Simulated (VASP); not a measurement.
Set up this calculation in VASP 6.6.1, as the native input.

```yaml
Task: single point
Functional: LDA
Potentials_or_basis: VASP PAW LDA potentials, release 64 (Pd, Pt)
Cutoff: 520 eV
k_mesh: 15 × 15 × 15
Occupations: fermi-dirac, width 0.05 eV
Spin: no spin polarisation
Dipole_correction: no
Further_INCAR_settings: ALGO = Normal; EDIFF = 1e-06; NBANDS = 17
```

The structure of PdPt lies in POSCAR:

```
PdPt
1.0
    1.3841154119      0.7991194057      4.5556623728
   -1.3841154119      0.7991194057      4.5556623728
    0.0000000000     -1.5982388113      4.5556623728
Pd Pt
1 1
Direct
    0.0000000000      0.0000000000      0.0000000000
    0.5000000000      0.5000000000      0.5000000000
```

These files were run (other wordings do the same):

INCAR

```
PREC = Accurate
ENCUT = 520
EDIFF = 1E-6
ISMEAR = -1
SIGMA = 0.05
LREAL = False
LASPH = True
NELM = 100
ALGO = Normal
ISIF = 2
LWAVE = False
LCHARG = False
NBANDS = 17
```

KPOINTS

```
regular mesh
0
Gamma
  15 15 15
```

Potentials or basis: VASP PAW LDA potentials, release 64 (Pd, Pt).

Command:

```bash
$ cat potpaw_LDA.64/Pd/POTCAR potpaw_LDA.64/Pt/POTCAR > POTCAR
$ mpirun -np 1 vasp_std > vasp.out
```

Results of the run:

The pressure is -10.7 GPa and the band gap on the k mesh is zero (bands 10 and 11 overlap by 1.48 eV).

Caveat: the cell stands under tension; spin-orbit coupling is left out, which moves the levels of the heavy elements.

Run time: 2.8 min on 1 thread of Intel(R) Xeon(R) Platinum 8488C (Sapphire Rapids), with other jobs on the host, peak memory 0.32 GiB.
